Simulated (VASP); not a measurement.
The system is Ti3Al.

```
Ti Al
1.0
     2.92974    0.00000    0.00000
    -1.46487    2.53723    0.00000
     0.00000    0.00000    9.23153
Ti Al
3 1
Direct
  0.66667 0.33333 0.00000
  0.33333 0.66667 0.75046
  0.33333 0.66667 0.24954
  0.66667 0.33333 0.50000
```

Base run:

| Quantity | Value |
| --- | --- |
| Program | VASP 6.6.1 |
| Functional | PBE |
| Potentials or basis | VASP PAW PBE potentials, release 64 (Ti_sv, Al) |
| Cutoff | 520 eV |
| k mesh | 18 × 18 × 6 |
| Occupations | gaussian, width 0.15 eV |
| Spin | collinear spin |
| Starting moments | [0.667, 0.667, 0.667, 0.0] μB |
| Fixed moment | 2 μB |

Its results: pressure 0.7 GPa; site moments Ti +0.30, +0.52 (each value once); Al +0.02 μB; largest force 0.176 eV/Å.

Problem. The run is repeated on the same cell with these changes: fixed moment from 2 μB to 0.5 μB; moments at the start from [0.67, 0.67, 0.67, 0.0] to [0.17, 0.17, 0.17, 0.0]. What comes out?

Solution. Pressure -0.1 GPa; site moments Ti +0.07, +0.13 (each value once); Al +0.01 μB; largest force 0.015 eV/Å.

Caveats: the total moment is fixed, so each spin has its own Fermi level.
